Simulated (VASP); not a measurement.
BiTe: relaxation of shape and atoms at fixed volume with PBE

BiTe:

```xyz
2
Lattice="4.0489 0.0000 0.0000 -2.0245 3.5065 0.0000 0.0000 0.0000 4.4079" Properties=species:S:1:pos:R:3 pbc="T T T"
Bi    0.0000    0.0000    0.0000
Te    2.0245    1.1688    2.2040
```

```
Program                : VASP 6.6.1
Task                   : relaxation of shape and atoms at fixed volume
Functional             : PBE
Potentials or basis    : VASP PAW PBE potentials, release 64 (Bi_d, Te)
Cutoff                 : 500 eV
k mesh                 : 10 × 10 × 8
Occupations            : gaussian, width 0.05 eV
Spin                   : no spin polarisation
Dipole correction      : no
Further INCAR settings : ALGO = Normal; EDIFF = 1e-07; IBRION = 2; EDIFFG = -0.01; NSW = 60; ISIF = 4
```

```json
{"Energy gained by relaxing": "0.3 meV/atom", "Ionic steps": "4", "Pressure after relaxing": "2.6 GPa", "Band gap on the k mesh": "zero (an odd number of electrons rules out a gap without spin polarisation)"}
```

Step by step:
```csv
step,energy change (eV),largest force (eV/Å),pressure (GPa),volume (Å³)
1,0.0000,0.0000,2.75,62.58
2,-0.0003,0.0000,2.69,62.58
3,-0.0005,0.0000,2.56,62.58
4,-0.0005,0.0000,2.59,62.58
```

Final structure:
```
Bi Te
1.0
     4.03553    0.00000    0.00000
    -2.01777    3.49487    0.00000
     0.00000    0.00000    4.43720
Bi Te
1 1
Direct
  0.00000 0.00000 0.00000
  0.66667 0.33333 0.50000
```

Levels at points of the mesh, in eV from the Fermi level:
| k point | band 7 | band 8 | band 9 | band 10 | band 11 | band 12 | band 13 | band 14 |
| --- | --- | --- | --- | --- | --- | --- | --- | --- |
| (0.00, 0.00, 0.00) | -8.43 | -4.28 | -1.28 | -1.28 | 1.99 | 1.99 | 3.34 | 4.69 |
| (0.50, 0.00, 0.00) | -10.42 | -3.45 | -2.87 | -2.28 | -0.45 | 0.24 | 3.17 | 3.25 |
| (0.00, 0.00, 0.50) | -11.97 | -0.53 | -0.44 | -0.44 | 0.63 | 1.34 | 1.34 | 6.73 |
| (0.50, 0.00, 0.50) | -10.75 | -5.28 | -5.28 | -1.35 | -0.12 | 1.43 | 1.74 | 7.79 |

Run time: 51 s on 1 thread of Intel(R) Xeon(R) 6975P-C (Granite Rapids), on a shared host, peak memory 0.22 GiB.

Caveat: spin-orbit coupling is left out, which moves the levels of the heavy elements.
